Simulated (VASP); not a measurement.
# BiTe (Fm-3m) in VASP: further runs, part 2 of 2

VASP 6.6.1. The steps go on from the part before.

**4. Vibrations by perturbation theory, PBEsol**

This run uses another cell than the first one, of 32.79 Å³/atom.

Contents of INCAR:

```
PREC = Accurate
ENCUT = 520
EDIFF = 1E-8
ISMEAR = -1
SIGMA = 0.15
LREAL = False
LASPH = True
NELM = 80
ALGO = Normal
ISIF = 2
LWAVE = False
LCHARG = False
GGA = PS
NBANDS = 18
IBRION = 8
NSW = 1
```

Contents of KPOINTS:

```
regular mesh
0
Gamma
  12 12 12
```

Contents of POSCAR:

```
BiTe
1.0
    0.0000000000      3.2005777113      3.2005777113
    3.2005777113      0.0000000000      3.2005777113
    3.2005777113      3.2005777113      0.0000000000
Bi Te
1 1
Direct
    0.0000000000      0.0000000000      0.0000000000
    0.5000000000      0.5000000000      0.5000000000
```

Potentials or basis: VASP PAW PBE potentials, release 64 (Bi_d, Te).

Command:

```bash
> cat potpaw_PBE.64/Bi_d/POTCAR potpaw_PBE.64/Te/POTCAR > POTCAR
> mpirun -np 1 vasp_std > vasp.out
```

OUTCAR:

```text
PREC = Accurate
   ENCUT = 520
   EDIFF = 1E-8
   ISMEAR = -1
   LREAL = False
   LASPH = True
   NELM = 80
   ISIF = 2
   GGA = PS
   IBRION = 8
   NSW = 1

 ion  position               nearest neighbor table
   1  0.000  0.000  0.000-   2 3.20   2 3.20   2 3.20   2 3.20   2 3.20   2 3.20
   2  0.500  0.500  0.500-   1 3.20   1 3.20   1 3.20   1 3.20   1 3.20   1 3.20

  LATTYP: Found a face centered cubic cell.
 ALAT       =     6.4011554226

  Lattice vectors:

 A1 = (   0.0000000000,   3.2005777113,   3.2005777113)
 A2 = (   3.2005777113,   0.0000000000,   3.2005777113)
 A3 = (   3.2005777113,   3.2005777113,   0.0000000000)

Analysis of symmetry for initial positions (statically):
=====================================================================
 Subroutine PRICEL returns:
 Original cell was already a primitive cell.

 Routine SETGRP: Setting up the symmetry group for a
 face centered cubic supercell.

 Subroutine GETGRP returns: Found 48 space group operations
 (whereof 48 operations were pure point group operations)
 out of a pool of 48 trial point group operations.

The static configuration has the point symmetry O_h .

Analysis of symmetry for dynamics (positions and initial velocities):
=====================================================================
 Subroutine PRICEL returns:
 Original cell was already a primitive cell.

 Routine SETGRP: Setting up the symmetry group for a
 face centered cubic supercell.

 Subroutine GETGRP returns: Found 48 space group operations
 (whereof 48 operations were pure point group operations)
 out of a pool of 48 trial point group operations.

The dynamic configuration has the point symmetry O_h .

 Subroutine INISYM returns: Found 48 space group operations
 (whereof 48 operations are pure point group operations),
 and found     1 'primitive' translations

----------------------------------------------------------------------------------------

                                     Primitive cell

  volume of cell :      65.5715

  direct lattice vectors                    reciprocal lattice vectors
     0.000000000  3.200577711  3.200577711    -0.156221797  0.156221797  0.156221797
     3.200577711  0.000000000  3.200577711     0.156221797 -0.156221797  0.156221797
     3.200577711  3.200577711  0.000000000     0.156221797  0.156221797 -0.156221797

  length of vectors
     4.526300407  4.526300407  4.526300407     0.270584089  0.270584089  0.270584089

  position of ions in fractional coordinates (direct lattice)
     0.000000000  0.000000000  0.000000000
     0.500000000  0.500000000  0.500000000

  ion indices of the primitive-cell ions
   primitive index   ion index
                 1           1
                 2           2

[... 124 lines left out ...]
 cond. band min:       6.8920042254   @ k =   0.3333   0.0000   0.0000
 fundamental gap:      0.0527826208
 Fermi energy:         6.8894039831

 k-point     1 :       0.0000    0.0000    0.0000
  band No.  band energies     occupation
      1     -16.1968      2.00000
      2     -16.1968      2.00000
      3     -16.1903      2.00000
      4     -16.1903      2.00000
      5     -16.1903      2.00000
      6      -6.8763      2.00000
[... 481 lines left out ...]
      5     -16.1820      2.00000
      6      -4.7896      2.00000
[... 10 lines left out ...]
     17      16.4344      0.00000
     18      17.6671      0.00000

 [... further k-points ...]

------------------------ aborting loop because EDIFF is reached ----------------------------------------

  FORCE on cell =-STRESS in cart. coord.  units (eV):
  Direction    XX          YY          ZZ          XY          YZ          ZX
  --------------------------------------------------------------------------------------
  -------------------------------------------------------------------------------------
  Total       -0.0063221     -0.0063221     -0.0063221      0.0000000      0.0000000      0.0000000
  in kB       -0.1544739     -0.1544739     -0.1544739      0.0000000      0.0000000      0.0000000
  external PRESSURE =      -0.1544739 kB  Pullay stress =       0.0000000 kB

 VOLUME and BASIS-vectors are now :
 -----------------------------------------------------------------------------
  energy-cutoff  :      520.00
  volume of cell :       65.57
      direct lattice vectors                 reciprocal lattice vectors
     0.000000000  3.200577711  3.200577711    -0.156221797  0.156221797  0.156221797
     3.200577711  0.000000000  3.200577711     0.156221797 -0.156221797  0.156221797
     3.200577711  3.200577711  0.000000000     0.156221797  0.156221797 -0.156221797

 POSITION                                       TOTAL-FORCE (eV/Angst)
 -----------------------------------------------------------------------------------
      0.00000      0.00000      0.00000        -0.000000      0.000000     -0.000000
      3.20058      3.20058      3.20058         0.000000     -0.000000      0.000000
 -----------------------------------------------------------------------------------
    total drift:                               -0.000000      0.000000      0.000000

  FREE ENERGIE OF THE ION-ELECTRON SYSTEM (eV)
  ---------------------------------------------------
  free  energy   TOTEN  =        -8.0384139714 eV

  energy  without entropy=       -7.9393572318  energy(sigma->0) =       -7.98888560

[... ionic steps 2 to 3 ...]

--------------------------------------- Ionic step        4  -------------------------------------------

------------------------ aborting loop because EDIFF is reached ----------------------------------------

[... ionic steps 5 to 6 ...]

--------------------------------------- Ionic step        7  -------------------------------------------

 Free energy of the ion-electron system (eV)
  ---------------------------------------------------
  ---------------------------------------------------
  free energy    TOTEN  =        -0.04645779 eV

  energy without entropy =       -0.04645781

------------------------ aborting loop because EDIFF is reached ----------------------------------------

 INTERNAL STRAIN TENSOR  FOR ION    2  DIRECTION 1   (eV/Angst):
 -----------------------------------------------------------------------------
     0.02804  0.00000 -0.00000
    -0.00000  0.00053 -0.00000
    -0.00000 -0.00000  0.00053

 INTERNAL STRAIN TENSOR FOR ION    2 for displacements in x,y,z  (eV/Angst):
          X           Y           Z          XY          YZ          ZX
  --------------------------------------------------------------------------------
  x     0.00000     0.00000     0.00000     0.00000     0.00000     0.00000
  y     0.00000     0.00000     0.00000     0.00000     0.00000     0.00000
  z     0.00000     0.00000     0.00000     0.00000     0.00000     0.00000

 SECOND DERIVATIVES (NOT SYMMETRIZED)
 ------------------------------------
               1X          1Y          1Z          2X          2Y          2Z
  1X    -2.788759    0.000000    0.000000    2.788759    0.000000    0.000000
  1Y     0.000000   -2.788759    0.000000    0.000000    2.788759    0.000000
  1Z     0.000000    0.000000   -2.788759    0.000000    0.000000    2.788759
  2X     2.765777    0.000000    0.000000   -2.765777    0.000000    0.000000
  2Y     0.000000    2.765777    0.000000    0.000000   -2.765777    0.000000
  2Z     0.000000    0.000000    2.765777    0.000000    0.000000   -2.765777

 Eigenvectors and eigenvalues of the dynamical matrix
 ----------------------------------------------------

   1 f  =    2.925564 THz    18.381860 2PiTHz   97.586309 cm-1    12.099155 meV
             X         Y         Z           dx          dy          dz
      0.000000  0.000000  0.000000    -0.000000   -0.617299   -0.000000
      3.200578  3.200578  3.200578     0.000000    0.786729    0.000000
[... 21 lines left out ...]
   6 f/i=    0.005879 THz     0.036936 2PiTHz    0.196088 cm-1     0.024312 meV
             X         Y         Z           dx          dy          dz
      0.000000  0.000000  0.000000     0.759071   -0.203423    0.037034
      3.200578  3.200578  3.200578     0.595598   -0.159614    0.029058

--------------------------------------------------------------------------------------------------------

 ELASTIC MODULI CONTR FROM IONIC RELAXATION (kBar)
 Direction    XX          YY          ZZ          XY          YZ          ZX
 --------------------------------------------------------------------------------
 XX           0.0000      0.0000      0.0000      0.0000      0.0000      0.0000
 YY           0.0000      0.0000      0.0000      0.0000      0.0000      0.0000
 ZZ           0.0000      0.0000      0.0000      0.0000      0.0000      0.0000
 XY           0.0000      0.0000      0.0000      0.0000      0.0000      0.0000
 YZ           0.0000      0.0000      0.0000      0.0000      0.0000      0.0000
 ZX           0.0000      0.0000      0.0000      0.0000      0.0000      0.0000
 --------------------------------------------------------------------------------
```

OSZICAR:

```text
N       E                     dE             d eps       ncg     rms          rms(c)
DAV:   1     0.154888530414E+03    0.15489E+03   -0.98830E+03  2592   0.113E+03
DAV:   2     0.349139105406E+01   -0.15140E+03   -0.14752E+03  2804   0.302E+02
DAV:   3    -0.773571813783E+01   -0.11227E+02   -0.11063E+02  3178   0.868E+01
[... 49 lines left out ...]
RMM:   7    -0.464586427812E-01   -0.68436E-07   -0.25585E-08 11801   0.104E-03    0.484E-04
RMM:   8    -0.464575176569E-01    0.11251E-05   -0.14499E-07 11962   0.360E-04    0.875E-05
RMM:   9    -0.464577383820E-01   -0.22073E-06    0.23364E-07 12446   0.145E-04    0.602E-05
RMM:  10    -0.464577640557E-01   -0.25674E-07   -0.20129E-07 12047   0.448E-05    0.105E-05
RMM:  11    -0.464577863654E-01   -0.22310E-07   -0.92030E-09 12228   0.173E-05    0.303E-06
RMM:  12    -0.464577883385E-01   -0.19731E-08   -0.20755E-08  9117   0.946E-06    0.284E-07
 Linear response finished
```

Wall time 11 min (1 thread of Intel Xeon Platinum 8259CL at 2.50GHz (Skylake/Cascade Lake), shared host); peak memory 0.55 GiB.

What came out:

| Item | Value |
| --- | --- |
| Highest phonon frequency at Γ, LO-TO splitting left out | 98 cm⁻¹ |

Phonon frequencies in cm⁻¹ (negative: imaginary):
| q point | frequencies |
| --- | --- |
| (0.000, 0.000, 0.000) | 0 0 0 98 98 98 |

Caveat: the PAW data sets were made with another functional, which shifts forces and pressure a little; spin-orbit coupling is left out, which moves the levels of the heavy elements.
